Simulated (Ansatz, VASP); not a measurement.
# SnC3 in VASP and in Ansatz

```
C Sn
1.0
     1.58246    0.91364    5.22256
    -1.58246    0.91364    5.22256
     0.00000   -1.82727    5.22256
C Sn
3 1
Cartesian
  1.5825 0.9136 5.4460
  0.0000 0.0000 7.4821
  0.0000 0.0000 6.0059
  0.0000 0.0000 13.7070
```

Alike in both runs: task single point; functional r2SCAN; k mesh 8 × 8 × 8; occupations fermi-dirac, width 0.02 eV; no spin polarisation.

|  | VASP | Ansatz |
| --- | --- | --- |
| version | VASP 6.6.1 | Ansatz 0.2.0 |
| potentials or method | VASP PAW PBE potentials, release 64 (C, Sn_d) | plane waves, PAW |
| plane-wave cutoff (eV) | 520 | 500 |
| valence electrons in the cell | 26 | 26 |

```tsv
	VASP	Ansatz	Ansatz less VASP
pressure (GPa)	-4.8	-5.2	-0.38
traceless stress, the component that is largest in VASP (GPa)	-1.91	-1.89	+0.025
rms of the force components (eV/Å)	0.099	0.108	+0.0097
```

VASP's potentials were made for PBE, not for r2SCAN. Atom by atom the forces differ by 0.020 eV/Å (rms over components). The functional is the same, so the differences come from potentials, cutoffs and numerics.
